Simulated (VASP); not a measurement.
# GaP (rocksalt type) (Fm-3m) in VASP: notebook

GaP (rocksalt type) is run at these levels: PBE; tasks: single point, relaxation of cell and atoms.

Program: VASP 6.6.1. These are calculated values, not measurements. Logs are shortened: lines on timing, memory, paths and dates and some standing lists are left out, and cuts for length are marked.

**1. The cell of the first run**

The structure is cubic, space group Fm-3m (No. 225). Conventional cell: a = 5.160 Å, b = 5.160 Å, c = 5.160 Å, α = 90.00°, β = 90.00°, γ = 90.00°. Ga (site symmetry m-3m) has 6 P at 2.58 Å within 3.4 Å. P (site symmetry m-3m) has 6 Ga at 2.58 Å within 3.4 Å.

**2. Single point, PBE**

The input, INCAR:

```
PREC = Accurate ; ENCUT = 520
EDIFF = 1E-6 ; ISMEAR = -1
SIGMA = 0.05 ; LREAL = F
LASPH = T ; NELM = 80
ALGO = Normal ; ISIF = 2
LWAVE = F ; LCHARG = F
GGA = PE ; NBANDS = 16
```

The input, KPOINTS:

```
regular mesh
0
Gamma
  15 15 15
```

The input, POSCAR:

```
GaP
1.0
    0.0000000000      2.5797587495      2.5797587495
    2.5797587495      0.0000000000      2.5797587495
    2.5797587495      2.5797587495      0.0000000000
Ga P
1 1
Direct
    0.0000000000      0.0000000000      0.0000000000
    0.5000000000      0.5000000000      0.5000000000
```

Potentials or basis: VASP PAW PBE potentials, release 64 (Ga_d, P).

Started as:

```
> cat potpaw_PBE.64/Ga_d/POTCAR potpaw_PBE.64/P/POTCAR > POTCAR
> mpirun -np 1 vasp_std > vasp.out
```

OUTCAR:

```text
PREC = Accurate
   ENCUT = 520
   EDIFF = 1E-6
   ISMEAR = -1
   LREAL = F
   LASPH = T
   NELM = 80
   ISIF = 2
   GGA = PE

 ion  position               nearest neighbor table
   1  0.000  0.000  0.000-   2 2.58   2 2.58   2 2.58   2 2.58   2 2.58   2 2.58
   2  0.500  0.500  0.500-   1 2.58   1 2.58   1 2.58   1 2.58   1 2.58   1 2.58

  LATTYP: Found a face centered cubic cell.
 ALAT       =     5.1595174990

  Lattice vectors:

 A1 = (   0.0000000000,   2.5797587495,   2.5797587495)
 A2 = (   2.5797587495,   0.0000000000,   2.5797587495)
 A3 = (   2.5797587495,   2.5797587495,   0.0000000000)

Analysis of symmetry for initial positions (statically):
=====================================================================
 Subroutine PRICEL returns:
 Original cell was already a primitive cell.

 Routine SETGRP: Setting up the symmetry group for a
 face centered cubic supercell.

 Subroutine GETGRP returns: Found 48 space group operations
[... 9 lines left out ...]

 Routine SETGRP: Setting up the symmetry group for a
 face centered cubic supercell.

 Subroutine GETGRP returns: Found 48 space group operations
[... 11 lines left out ...]
                                     Primitive cell

  volume of cell :      34.3374

  direct lattice vectors                    reciprocal lattice vectors
     0.000000000  2.579758749  2.579758749    -0.193816573  0.193816573  0.193816573
     2.579758749  0.000000000  2.579758749     0.193816573 -0.193816573  0.193816573
     2.579758749  2.579758749  0.000000000     0.193816573  0.193816573 -0.193816573

  length of vectors
     3.648329811  3.648329811  3.648329811     0.335700152  0.335700152  0.335700152

  position of ions in fractional coordinates (direct lattice)
     0.000000000  0.000000000  0.000000000
     0.500000000  0.500000000  0.500000000

  ion indices of the primitive-cell ions
   primitive index   ion index
                 1           1
                 2           2

----------------------------------------------------------------------------------------

 KPOINTS: regular mesh

Automatic generation of k-mesh.
 Grid dimensions read from file:
 generate k-points for:   15   15   15

 Generating k-lattice:

  Cartesian coordinates                     Fractional coordinates (reciprocal lattice)
    -0.012921105  0.012921105  0.012921105     0.066666667  0.000000000  0.000000000
     0.012921105 -0.012921105  0.012921105     0.000000000  0.066666667  0.000000000
     0.012921105  0.012921105 -0.012921105     0.000000000  0.000000000  0.066666667

  Length of vectors
     0.022380010  0.022380010  0.022380010

  Shift w.r.t. Gamma in fractional coordinates (k-lattice)
     0.000000000  0.000000000  0.000000000

 Subroutine IBZKPT returns following result:
 ===========================================

 Found    120 irreducible k-points:

 Following reciprocal coordinates:
            Coordinates               Weight
  0.000000  0.000000  0.000000      1.000000
  0.066667  0.000000  0.000000      8.000000
  0.133333  0.000000  0.000000      8.000000
  0.200000  0.000000  0.000000      8.000000
  0.266667  0.000000  0.000000      8.000000
  0.333333  0.000000  0.000000      8.000000
[... 16 lines left out ...]
  0.133333  0.133333  0.000000      6.000000
  0.200000  0.133333  0.000000     24.000000
 [... further k-points ...]
   k-points           NKPTS =    120   k-points in BZ     NKDIM =    120   number of bands    NBANDS=     16
   number of dos      NEDOS =    301   number of ions     NIONS =      2
   total plane-waves  NPLWV =  21952
   dimension x,y,z NGX =    28 NGY =   28 NGZ =   28
   dimension x,y,z NGXF=    56 NGYF=   56 NGZF=   56
   ions per type =               1   1
   NGX,Y,Z   is equivalent  to a cutoff of  12.76, 12.76, 12.76 a.u.
   NGXF,Y,Z  is equivalent  to a cutoff of  25.52, 25.52, 25.52 a.u.
 SYSTEM =  unknown system
   PREC   = accura    normal or accurate (medium, high low for compatibility)
   ISTART =      0    job   : 0-new  1-cont  2-samecut
   ICHARG =      2    charge: 1-file 2-atom 10-const
   ISPIN  =      1    spin polarized calculation?
   LNONCOLLINEAR =      F non collinear calculations
   LSORBIT =      F    spin-orbit coupling
   LASPH  =      T    aspherical Exc in radial PAW
   ENCUT  =  520.0 eV  38.22 Ry    6.18 a.u.   6.78  6.78  6.78*2*pi/ulx,y,z
   NELM   =     80;   NELMIN=  2; NELMDL= -5     # of ELM steps
   EDIFF  = 0.1E-05   stopping-criterion for ELM
   LREAL  =      F    real-space projection
   EDIFFG = 0.1E-04   stopping-criterion for IOM
   NSW    =      0    number of steps for IOM
   IBRION =     -1    ionic relax: 0-MD 1-quasi-New 2-CG
   NFREE  =      0    steps in history (QN), initial steepest desc. (CG)
   ISIF   =      2    stress and relaxation
   ISYM   =      2    0-nonsym 1-usesym 2-fastsym
   POTIM  = 0.5000    time-step for ionic-motion
   TEBEG  =    0.0;   TEEND  =   0.0 temperature during run
   PSTRESS=    0.0 pullay stress
   NELECT =      18.0000    total number of electrons
   NUPDOWN=      -1.0000    fix difference up-down
   EMIN   =  10.00;   EMAX   =-10.00  energy-range for DOS
   EFERMI =   0.00;   METHOD = LEGACY
   ISMEAR =    -1;   SIGMA  =   0.05  broadening in eV -4-tet -1-fermi 0-gaus
   EFERMI_NEDOS =   21; number of points for ismear=-14 and -15
   IALGO  =     38    algorithm
   IMIX   =      4    mixing-type and parameters
     AMIX     =   0.40;   BMIX     =  1.00
     AMIX_MAG =   1.60;   BMIX_MAG =  1.00
  volume/ion in A,a.u.               =      17.17       115.86
  Fermi-wavevector in a.u.,A,eV,Ry     =   1.320008  2.494453 23.707080  1.742421
  Thomas-Fermi vector in A             =   2.449865
   LORBIT       =      0    0 simple, 1 ext, 2 COOP (PROOUT), +10 PAW based schemes
   GGA     = PE    functional components
   LHFCALC =     F    Hartree Fock is set to
   AEXX    =    0.0000 exact exchange contribution
   IVDW    =     0    specifies the selected vdW correction
   LEPSILON=     F    determine dielectric tensor
   LRPA    =     F    only Hartree local field effects (RPA)
 non-spin polarized calculation
  energy-cutoff  :      520.00
  volume of cell :       34.34
 maximum number of plane-waves:       941
   NGX = 13   NGY = 13   NGZ = 13

 number of electron      18.0000008 magnetization

 Free energy of the ion-electron system (eV)
  ---------------------------------------------------
  ext. energy  EPLUGINS =         0.00000000
  ---------------------------------------------------
  free energy    TOTEN  =        -8.31663971 eV

  energy without entropy =       -8.30604625  energy(sigma->0) =       -8.31134298

 E-fermi :   6.4289     XC(G=0): -10.9655

 val. band max:        6.4275065236   @ k =  -0.2000   0.2000   0.0667
 cond. band min:       6.4507943173   @ k =   0.3333   0.0000   0.0000
 fundamental gap:      0.0232877938
 Fermi energy:         6.4288666507

 k-point     1 :       0.0000    0.0000    0.0000
  band No.  band energies     occupation
      1      -8.2591      2.00000
      2      -8.2591      2.00000
      3      -8.2351      2.00000
      4      -8.2351      2.00000
      5      -8.2351      2.00000
      6      -6.7776      2.00000
[... 8 lines left out ...]
     15      15.0442      0.00000
     16      15.0442      0.00000

 k-point     2 :       0.0667    0.0000    0.0000
  band No.  band energies     occupation
      1      -8.2603      2.00000
      2      -8.2603      2.00000
      3      -8.2353      2.00000
      4      -8.2336      2.00000
      5      -8.2336      2.00000
      6      -6.7110      2.00000
[... 8 lines left out ...]
     15      14.3377      0.00000
     16      15.0206      0.00000

 k-point     3 :       0.1333    0.0000    0.0000
  band No.  band energies     occupation
      1      -8.2641      2.00000
      2      -8.2641      2.00000
      3      -8.2361      2.00000
      4      -8.2285      2.00000
      5      -8.2285      2.00000
      6      -6.5119      2.00000
[... 8 lines left out ...]
     15      14.2500      0.00000
     16      14.9319      0.00000

 k-point     4 :       0.2000    0.0000    0.0000
  band No.  band energies     occupation
      1      -8.2706      2.00000
      2      -8.2706      2.00000
      3      -8.2379      2.00000
      4      -8.2203      2.00000
      5      -8.2203      2.00000
      6      -6.1835      2.00000
[... 8 lines left out ...]
     15      14.8588      0.00000
     16      15.0527      0.00000

 k-point     5 :       0.2667    0.0000    0.0000
  band No.  band energies     occupation
      1      -8.2785      2.00000
      2      -8.2785      2.00000
      3      -8.2405      2.00000
      4      -8.2103      2.00000
      5      -8.2103      2.00000
      6      -5.7339      2.00000
[... 8 lines left out ...]
     15      15.7203      0.00000
     16      15.7203      0.00000

 k-point     6 :       0.3333    0.0000    0.0000
  band No.  band energies     occupation
      1      -8.2863      2.00000
      2      -8.2863      2.00000
      3      -8.2435      2.00000
      4      -8.2005      2.00000
      5      -8.2005      2.00000
      6      -5.1828      2.00000
[... 8 lines left out ...]
     15      16.7627      0.00000
     16      16.7627      0.00000
[... 267 lines left out ...]
 k-point    21 :      -0.1333    0.0667    0.0000
  band No.  band energies     occupation
      1      -8.2699      2.00000
      2      -8.2650      2.00000
      3      -8.2369      2.00000
      4      -8.2270      2.00000
      5      -8.2230      2.00000
      6      -6.3564      2.00000
[... 8 lines left out ...]
     15      15.2626      0.00000
     16      15.5033      0.00000

 k-point    22 :      -0.0667    0.0667    0.0000
  band No.  band energies     occupation
      1      -8.2643      2.00000
      2      -8.2606      2.00000
      3      -8.2360      2.00000
      4      -8.2318      2.00000
      5      -8.2297      2.00000
      6      -6.5998      2.00000
[... 8 lines left out ...]
     15      14.7227      0.00000
     16      15.4396      0.00000

 k-point    23 :       0.1333    0.1333    0.0000
  band No.  band energies     occupation
      1      -8.2800      2.00000
      2      -8.2545      2.00000
      3      -8.2407      2.00000
      4      -8.2251      2.00000
      5      -8.2251      2.00000
      6      -6.4177      2.00000
[... 8 lines left out ...]
     15      16.2224      0.00000
     16      16.2224      0.00000

 k-point    24 :       0.2000    0.1333    0.0000
  band No.  band energies     occupation
      1      -8.2926      2.00000
      2      -8.2548      2.00000
      3      -8.2426      2.00000
      4      -8.2201      2.00000
      5      -8.2182      2.00000
      6      -6.1710      2.00000
[... 8 lines left out ...]
     15      16.1833      0.00000
     16      16.6029      0.00000

 [... further k-points ...]
[... 5 lines left out ...]
  --------------------------------------------------------------------------------------
  -------------------------------------------------------------------------------------
  Total        0.0115644      0.0115644      0.0115644     -0.0000000      0.0000000     -0.0000000
  in kB        0.5395927      0.5395927      0.5395927     -0.0000000      0.0000000     -0.0000000
  external PRESSURE =       0.5395927 kB  Pullay stress =       0.0000000 kB

 VOLUME and BASIS-vectors are now :
 -----------------------------------------------------------------------------
  energy-cutoff  :      520.00
  volume of cell :       34.34
      direct lattice vectors                 reciprocal lattice vectors
     0.000000000  2.579758749  2.579758749    -0.193816573  0.193816573  0.193816573
     2.579758749  0.000000000  2.579758749     0.193816573 -0.193816573  0.193816573
     2.579758749  2.579758749  0.000000000     0.193816573  0.193816573 -0.193816573

 POSITION                                       TOTAL-FORCE (eV/Angst)
 -----------------------------------------------------------------------------------
      0.00000      0.00000      0.00000         0.000000      0.000000      0.000000
      2.57976      2.57976      2.57976        -0.000000      0.000000     -0.000000
 -----------------------------------------------------------------------------------
    total drift:                               -0.000000      0.000000      0.000000

  FREE ENERGIE OF THE ION-ELECTRON SYSTEM (eV)
  ---------------------------------------------------
  free  energy   TOTEN  =        -8.3166397074 eV

  energy  without entropy=       -8.3060462527  energy(sigma->0) =       -8.31134298
```

It took 49 s on 1 thread of Intel Xeon Platinum 8375C at 2.90GHz (Ice Lake), shared host; peak memory 0.2 GiB.

Results:

```yaml
Free_energy: -8.3166 eV
Pressure: 0.1 GPa
Band_gap_on_the_k_mesh: zero (band 9 reaches 6.93 eV, above the bottom of band 10 at 3.77 eV)
```

(Part 1 of 2 ends here.)
